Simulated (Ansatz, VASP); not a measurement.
W: VASP beside Ansatz

File INCAR:

```
PREC = Accurate ; ENCUT = 600
EDIFF = 1E-6 ; ISMEAR = -1
SIGMA = 0.15 ; LREAL = False
LASPH = True ; NELM = 60
ALGO = Normal ; ISIF = 3
LWAVE = False ; LCHARG = False
GGA = PS ; IBRION = 2
NSW = 80 ; EDIFFG = -0.001
```

Contents of KPOINTS:

```
regular mesh
0
Gamma
  20 20 20
```

Contents of POSCAR:

```
W
1.0
    0.0000000000      1.9989957666      1.9989957666
    1.9989957666      0.0000000000      1.9989957666
    1.9989957666      1.9989957666      0.0000000000
W
1
Direct
    0.0000000000      0.0000000000      0.0000000000
```

Input for Ansatz:

```yaml
crystal:
  lattice:
    - [0.0, 1.9989957666, 1.9989957666]
    - [1.9989957666, 0.0, 1.9989957666]
    - [1.9989957666, 1.9989957666, 0.0]
  atoms:
    - { symbol: W, position: [0.0, 0.0, 0.0] }
basis:
  ecutwfc: 420
kpoints:
  mp_grid: { grid: [20, 20, 20] }
hamiltonian:
  xc: pbesol
scf:
  occupations: { method: fermi_dirac, width: 0.15 }
output:
  forces: true
  stress: true
  eigenvalues: true
relax:
  adjacent_minimum: "off"
  f_tol: 0.001
  max_steps: 60
  cell: { stress_tol: 0.01 }
```

Alike in both runs: task relaxation of cell and atoms; functional PBEsol; k mesh 20 × 20 × 20; occupations fermi-dirac, width 0.15 eV; no spin polarisation.

|  | VASP | Ansatz |
| --- | --- | --- |
| version | VASP 6.6.1 | Ansatz 0.2.0 |
| potentials or method | VASP PAW PBE potentials, release 64 (W_sv), cutoff 600 eV | scalar-relativistic, plane waves, PAW |
| valence electrons in the cell | 14 | 14 |

Ansatz gave:

* gap on the k mesh at the Fermi level, each at its own relaxed structure (eV): none
* relaxed volume (Å³/atom): 16.00
* relaxed cell length with the largest relative difference (Å): 2.828

Which values does VASP return?

gap on the k mesh at the Fermi level, each at its own relaxed structure (eV): none; relaxed volume (Å³/atom): 16.04; relaxed cell length with the largest relative difference (Å): 2.831.

VASP's potentials were made for PBE, not for PBEsol. A gap of «none» marks a metal or a gap that the smearing closes.

Neither program's run includes spin-orbit coupling.
